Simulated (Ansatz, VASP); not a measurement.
Given: the input of a run of VASP 6.6.1 on MnAs.

File INCAR:

```
SYSTEM = MnAs
PREC = Accurate
ENCUT = 520
EDIFF = 1E-6
ISMEAR = -1
SIGMA = 0.05
LREAL = .False.
LASPH = .True.
NELM = 150
ALGO = Normal
ISIF = 2
LWAVE = .False.
LCHARG = .False.
ISPIN = 2
MAGMOM = 0 0 4 4
LORBIT = 11
LMAXMIX = 4
GGA = PE
NBANDS = 30
```

KPOINTS

```
Automatic mesh
0
Gamma
  7 7 4
  0 0 0
```

The input POSCAR:

```
MnAs
1.0
    3.7100000000      0.0000000000      0.0000000000
   -1.8550000000      3.2129542480      0.0000000000
    0.0000000000      0.0000000000      5.8048200000
As Mn
2 2
Direct
    0.6666666667      0.3333333333      0.7500000000
    0.3333333333      0.6666666667      0.2500000000
    0.0000000000      0.0000000000      0.5000000000
    0.0000000000      0.0000000000      0.0000000000
```

Potentials or basis: VASP PAW PBE potentials, release 64 (As, Mn_pv).

Launch:

```console
$ cat potpaw_PBE.64/As/POTCAR potpaw_PBE.64/Mn_pv/POTCAR > POTCAR
$ mpirun -np 1 vasp_std > vasp.out
```

Task: Translate it to Ansatz 0.2.0. Potentials there: Ansatz PAW.

Result: As run (the cutoff follows the program's own potentials):

input.yaml

```yaml
crystal:
  lattice:
    - [3.71, 0.0, 0.0]
    - [-1.855, 3.212954248, 0.0]
    - [0.0, 0.0, 5.80482]
  atoms:
    - { symbol: As, position: [0.6666666667, 0.3333333333, 0.75] }
    - { symbol: As, position: [0.3333333333, 0.6666666667, 0.25] }
    - { symbol: Mn, position: [0.0, 0.0, 0.5], spin: 4.0 }
    - { symbol: Mn, position: [0.0, 0.0, 0.0], spin: 4.0 }
hamiltonian:
  xc: pbe
  pseudopotentials: { kind: paw }
magnetization:
  spin_polarized: true
kpoints:
  mp_grid: { grid: [7, 7, 4] }
scf:
  occupations: { method: fermi_dirac, width: 0.05 }
output:
  forces: true
  stress: true
  eigenvalues: true
```

Potentials or basis: Ansatz PAW.

Launch:

```sh
$ ansatz run input.yaml --threads 2 --pin off --max-ram 5632MiB --backend cpu --events-out ev --progress --plain --runs-dir out
```

Both were run:

|  | VASP | Ansatz | Ansatz less VASP |
| --- | --- | --- | --- |
| gap on the k mesh at the Fermi level (eV) | none | none | - |
| pressure (GPa) | -4.6 | -4.7 | -0.14 |
| traceless stress, the component that is largest in VASP (GPa) | -2.57 | -2.57 | +0.001 |
| net moment per atom (μB) | 1.60 | 1.60 | +0.001 |
| size of the moment on the site where the two differ most (μB) | 3.27 | 3.23 | -0.041 |

Site moments also hang on the region over which each program counts them. A gap of «none» marks a metal or a gap that the smearing closes. VASP's potentials hold 36 valence electrons a cell and Ansatz's 60, so a difference there can come from the potentials and not from the codes.
